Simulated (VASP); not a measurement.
# Ni2Ir (Fm-3m) in VASP: a series of runs, part 2 of 2

VASP 6.6.1.

### Step 4. Single point, PBE, collinear spin, ferromagnetic start

This run uses another cell than the first one, of 10.73 Å³/atom, 0.721 times its volume.

Input file INCAR:

```
PREC = Accurate
ENCUT = 520
EDIFF = 1E-7
ISMEAR = 0
SIGMA = 0.1
LREAL = F
LASPH = T
NELM = 150
ALGO = Normal
ISIF = 2
LWAVE = F
LCHARG = T
ISPIN = 2
MAGMOM = 2 2 0
LORBIT = 11
LMAXMIX = 4
GGA = PE
LELF = T
LVHAR = T
NBANDS = 26
```

Input file KPOINTS:

```
Automatic mesh
0
Gamma
  6 6 6
```

Input file POSCAR:

```
Ni2Ir
1.0
    0.0000000000      2.5244470192      2.5244470192
    2.5244470192      0.0000000000      2.5244470192
    2.5244470192      2.5244470192      0.0000000000
Ni Ir
2 1
Direct
    0.2500000000      0.2500000000      0.2500000000
    0.7500000000      0.7500000000      0.7500000000
    0.0000000000      0.0000000000      0.0000000000
```

On the command line:

```sh
$ cat potpaw_PBE.64/Ni/POTCAR potpaw_PBE.64/Ir/POTCAR > POTCAR
$ mpirun -np 1 vasp_std > vasp.out
```

Run time: 26 s. Hardware: 1 thread of AMD EPYC 9R45 (Zen 5), shared host; peak memory 0.15 GiB.

It converged, with:

* Free energy: -14.3531 eV
* Pressure: 126.2 GPa
* Net moment: 0.00 μB per cell

Levels at points of the mesh, in eV from the Fermi level:
Spin up:
```csv
k point,band 12,band 13,band 14,band 15,band 16,band 17
"(0.00, 0.00, 0.00)",-1.15,-1.12,-1.12,0.18,0.18,11.72
"(0.50, 0.00, 0.00)",-2.19,-0.69,-0.69,0.36,0.36,1.53
"(0.50, 0.50, 0.00)",-1.17,-1.00,0.66,0.66,0.69,1.78
```
Spin down:
| k point | band 10 | band 11 | band 12 | band 13 | band 14 | band 15 | band 16 | band 17 | band 18 | band 19 |
| --- | --- | --- | --- | --- | --- | --- | --- | --- | --- | --- |
| (0.00, 0.00, 0.00) | -1.15 | -1.15 | -1.15 | -1.12 | -1.12 | 0.18 | 0.18 | 11.72 | 11.72 | 11.72 |
| (0.50, 0.00, 0.00) | -2.73 | -2.73 | -2.19 | -0.69 | -0.69 | 0.36 | 0.36 | 1.53 | 8.45 | 8.45 |
| (0.50, 0.50, 0.00) | -2.75 | -1.94 | -1.17 | -1.00 | 0.66 | 0.66 | 0.69 | 1.78 | 1.78 | 1.92 |

Caveat: the starting moments collapsed, and a magnetic state may lie lower; spin-orbit coupling is left out, which moves the levels of the heavy elements.

### Step 5. Single point, PBE

Input file INCAR:

```
SYSTEM = Ni2Ir
PREC = Accurate
ENCUT = 520
EDIFF = 1E-6
ISMEAR = 0
SIGMA = 0.1
LREAL = .FALSE.
LASPH = .TRUE.
NELM = 80
ALGO = Fast
ISIF = 2
LWAVE = .FALSE.
LCHARG = .TRUE.
GGA = PE
LELF = .TRUE.
LVHAR = .TRUE.
NBANDS = 22
```

Input file KPOINTS:

```
regular mesh
0
G
  14 14 14
  0 0 0
```

Input file POSCAR:

```
Ni2Ir
1.0
    0.0000000000      2.8166674374      2.8166674374
    2.8166674374      0.0000000000      2.8166674374
    2.8166674374      2.8166674374      0.0000000000
Ni Ir
2 1
Direct
    0.2500000000      0.2500000000      0.2500000000
    0.7500000000      0.7500000000      0.7500000000
    0.0000000000      0.0000000000      0.0000000000
```

Potentials or basis: VASP PAW PBE potentials, release 64 (Ni, Ir).

On the command line:

```sh
$ cat potpaw_PBE.64/Ni/POTCAR potpaw_PBE.64/Ir/POTCAR > POTCAR
$ mpirun -np 1 vasp_std > vasp.out
```

OUTCAR:

```text
SYSTEM = Ni2Ir
   PREC = Accurate
   ENCUT = 520
   EDIFF = 1E-6
   ISMEAR = 0
   LREAL = .FALSE.
   LASPH = .TRUE.
   NELM = 80
   ISIF = 2
   GGA = PE

 ion  position               nearest neighbor table
   1  0.250  0.250  0.250-   3 2.44   3 2.44   3 2.44   3 2.44   2 2.82   2 2.82   2 2.82   2 2.82
                             2 2.82   2 2.82
   2  0.750  0.750  0.750-   3 2.44   3 2.44   3 2.44   3 2.44   1 2.82   1 2.82   1 2.82   1 2.82
                             1 2.82   1 2.82
   3  0.000  0.000  0.000-   2 2.44   2 2.44   2 2.44   1 2.44   2 2.44   1 2.44   1 2.44   1 2.44

  LATTYP: Found a face centered cubic cell.
 ALAT       =     5.6333348748

[... 790 lines left out ...]

 [... further k-points ...]
[... 5 lines left out ...]
  --------------------------------------------------------------------------------------
  -------------------------------------------------------------------------------------
  Total        0.0092330      0.0092330      0.0092330     -0.0000000      0.0000000     -0.0000000
  in kB        0.3309908      0.3309908      0.3309908     -0.0000000      0.0000000     -0.0000000
  external PRESSURE =       0.3309908 kB  Pullay stress =       0.0000000 kB

 VOLUME and BASIS-vectors are now :
 -----------------------------------------------------------------------------
  energy-cutoff  :      520.00
  volume of cell :       44.69
      direct lattice vectors                 reciprocal lattice vectors
     0.000000000  2.816667437  2.816667437    -0.177514744  0.177514744  0.177514744
     2.816667437  0.000000000  2.816667437     0.177514744 -0.177514744  0.177514744
     2.816667437  2.816667437  0.000000000     0.177514744  0.177514744 -0.177514744

 POSITION                                       TOTAL-FORCE (eV/Angst)
 -----------------------------------------------------------------------------------
      1.40833      1.40833      1.40833         0.000000      0.000000      0.000000
      4.22500      4.22500      4.22500         0.000000      0.000000      0.000000
      0.00000      0.00000      0.00000        -0.000000     -0.000000     -0.000000
 -----------------------------------------------------------------------------------
    total drift:                                0.000000     -0.000000      0.000000

  FREE ENERGIE OF THE ION-ELECTRON SYSTEM (eV)
  ---------------------------------------------------
  free  energy   TOTEN  =       -17.9562534715 eV

  energy  without entropy=      -17.9161509689  energy(sigma->0) =      -17.93620222
```

OSZICAR:

```text
N       E                     dE             d eps       ncg     rms          rms(c)
DAV:   1     0.193545391656E+03    0.19355E+03   -0.13235E+04  4624   0.159E+03
DAV:   2    -0.939451334852E+01   -0.20294E+03   -0.18687E+03  4588   0.329E+02
DAV:   3    -0.202432576470E+02   -0.10849E+02   -0.10356E+02  5278   0.974E+01
DAV:   4    -0.203902130735E+02   -0.14696E+00   -0.14681E+00  5314   0.104E+01
DAV:   5    -0.203942621946E+02   -0.40491E-02   -0.40489E-02  5960   0.156E+00    0.183E+01
RMM:   6    -0.252212629266E+02   -0.48270E+01   -0.30853E+01  4978   0.644E+01    0.271E+01
RMM:   7    -0.180010081193E+02    0.72203E+01   -0.93940E+00  4629   0.341E+01    0.381E+00
RMM:   8    -0.179691839819E+02    0.31824E-01   -0.17363E-01  4933   0.363E+00    0.152E+00
RMM:   9    -0.179584668311E+02    0.10717E-01   -0.26954E-02  5189   0.122E+00    0.596E-01
RMM:  10    -0.179562331206E+02    0.22337E-02   -0.59694E-03  5317   0.780E-01    0.194E-01
RMM:  11    -0.179562590598E+02   -0.25939E-04   -0.19364E-03  5701   0.330E-01    0.794E-02
RMM:  12    -0.179562432484E+02    0.15811E-04   -0.44955E-04  5809   0.175E-01    0.239E-02
RMM:  13    -0.179562504759E+02   -0.72275E-05   -0.99922E-05  6066   0.610E-02    0.842E-03
RMM:  14    -0.179562523550E+02   -0.18791E-05   -0.13591E-05  5489   0.235E-02    0.495E-03
RMM:  15    -0.179562535275E+02   -0.11725E-05   -0.21445E-06  3332   0.101E-02    0.144E-03
RMM:  16    -0.179562534715E+02    0.56051E-07   -0.47111E-07  2942   0.645E-03
   1 F= -.17956253E+02 E0= -.17936202E+02  d E =-.401025E-01
```

It took 71 s on 1 thread of AMD EPYC 9R45 (Zen 5), shared host; peak memory 0.21 GiB.

Results:

* Free energy: -17.9563 eV
* Pressure: 0.0 GPa

Caveat: spin-orbit coupling is left out, which moves the levels of the heavy elements. Spin polarisation is off, so any magnetic state and its effect on volume and gap are missing.

### Step 6. Relaxation of cell and atoms, PBE

Input file INCAR:

```
PREC     = Accurate       # precision mode
ENCUT    = 600            # plane-wave cutoff, eV
EDIFF    = 1E-6           # SCF threshold, eV
ISMEAR   = 0              # smearing method
SIGMA    = 0.1            # smearing width, eV
LREAL    = F              # projectors in reciprocal space
LASPH    = T              # aspherical terms in the spheres
NELM     = 80             # most SCF steps
ALGO     = Fast           # electronic algorithm
ISIF     = 3              # what is computed and relaxed
LWAVE    = F              # write WAVECAR
LCHARG   = F              # write CHGCAR
GGA      = PE             # functional
IBRION   = 2              # ionic algorithm
NSW      = 100            # ionic steps
EDIFFG   = -0.01          # ionic threshold
```

Input file KPOINTS:

```
Automatic mesh
0
Gamma
  14 14 14
```

Input file POSCAR:

```
Ni2Ir
1.0
    0.0000000000      2.8158584933      2.8158584933
    2.8158584933      0.0000000000      2.8158584933
    2.8158584933      2.8158584933      0.0000000000
Ni Ir
2 1
Direct
    0.2500000000      0.2500000000      0.2500000000
    0.7500000000      0.7500000000      0.7500000000
    0.0000000000      0.0000000000      0.0000000000
```

Potentials or basis: VASP PAW PBE potentials, release 64 (Ni, Ir).

On the command line:

```sh
$ cat potpaw_PBE.64/Ni/POTCAR potpaw_PBE.64/Ir/POTCAR > POTCAR
$ mpirun -np 1 vasp_std > vasp.out
```

It took 86 s on 1 thread of AMD EPYC 9R45 (Zen 5), shared host; peak memory 0.24 GiB.

It converged, with:

```
Free energy                            : -17.9557 eV
Relaxed volume                         : 14.91 Å³/atom
Relaxed cell                           : a = 3.984 Å, b = 3.984 Å, c = 3.984 Å, α = 60.00°, β = 60.00°, γ = 60.00°
Space group after relaxing (to 0.05 Å) : Fm-3m (No. 225)
Energy gained by relaxing              : 0.0 meV/atom
Ionic steps                            : 2
Pressure after relaxing                : 0.0 GPa
```

Final structure:
```
CELL_PARAMETERS angstrom
0.00000 2.81745 2.81745
2.81745 0.00000 2.81745
2.81745 2.81745 0.00000
ATOMIC_POSITIONS crystal
Ni 0.25000 0.25000 0.25000
Ni 0.75000 0.75000 0.75000
Ir 0.00000 0.00000 0.00000
```

Levels at points of the mesh, in eV from the Fermi level:
```csv
k point,band 11,band 12,band 13,band 14,band 15,band 16,band 17,band 18
"(0.00, 0.00, 0.00)",-0.68,-0.65,-0.65,-0.65,0.07,0.07,9.45,10.40
"(0.50, 0.00, 0.00)",-1.65,-1.44,-0.43,-0.43,0.21,0.21,0.96,6.63
"(0.50, 0.50, 0.00)",-1.17,-0.71,-0.66,0.39,0.39,0.40,1.22,1.93
```

Caveat: spin-orbit coupling is left out, which moves the levels of the heavy elements.

### Step 7. The runs side by side

```csv
task,cell,k mesh,cutoff (eV),gap on the mesh (eV),pressure (GPa),relaxed volume (Å³/atom)
single point,"a = 3.982 Å, angles 60.0°, 3 atoms",6 × 6 × 6,520,none,0.1,-
relaxation of cell and atoms,"relaxed from a = 3.570 Å, angles 60.0°, 3 atoms",6 × 6 × 6,600,none,0.0,14.90
single point,"a = 3.983 Å, angles 60.0°, 3 atoms",14 × 14 × 14,520,none,0.0,-
relaxation of cell and atoms,"relaxed from a = 3.982 Å, angles 60.0°, 3 atoms",14 × 14 × 14,600,none,0.0,14.91
```

Alike in all rows: level PBE; potentials or basis VASP PAW PBE potentials, release 64 (Ni, Ir); no spin polarisation; smearing gaussian 0.1 eV.

Caveats: spin-orbit coupling is left out, which moves the levels of the heavy elements; the volume moved by over 15 % at a fixed basis, so the end points are rough (some runs).

Total energies depend on the potentials used, so only differences within one code and one set of settings carry meaning.
